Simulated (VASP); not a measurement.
A run of VASP 6.6.1:

Contents of INCAR:

```
PREC = Accurate
ENCUT = 520
EDIFF = 1E-7
ISMEAR = 0
SIGMA = 0.1
LREAL = False
LASPH = True
NELM = 100
ALGO = Normal
ISIF = 2
LWAVE = False
LCHARG = False
GGA = PE
NBANDS = 11
```

The input KPOINTS:

```
Automatic mesh
0
Gamma
  24 24 18
```

Contents of POSCAR:

```
MgB2
1.0
    3.0753710793      0.0000000000      0.0000000000
   -1.5376855397      2.6633494808      0.0000000000
    0.0000000000      0.0000000000      3.5241503870
Mg B
1 2
Direct
    0.0000000000      0.0000000000      0.0000000000
    0.3333333333      0.6666666667      0.5000000000
    0.6666666667      0.3333333333      0.5000000000
```

Potentials or basis: VASP PAW PBE potentials, release 64 (Mg, B).

The run is started by

```console
$ cat potpaw_PBE.64/Mg/POTCAR potpaw_PBE.64/B/POTCAR > POTCAR
$ mpirun -np 1 vasp_std > vasp.out
```

Hardware: 1 thread of Intel(R) Xeon(R) 6975P-C (Granite Rapids), on a shared host.

Problem. How long does it take, and how much memory?

Solution. Run time: 50 s on 1 thread of Intel(R) Xeon(R) 6975P-C (Granite Rapids), with other jobs on the host, peak memory 0.32 GiB. Counts: scf iterations 14, k points 610.
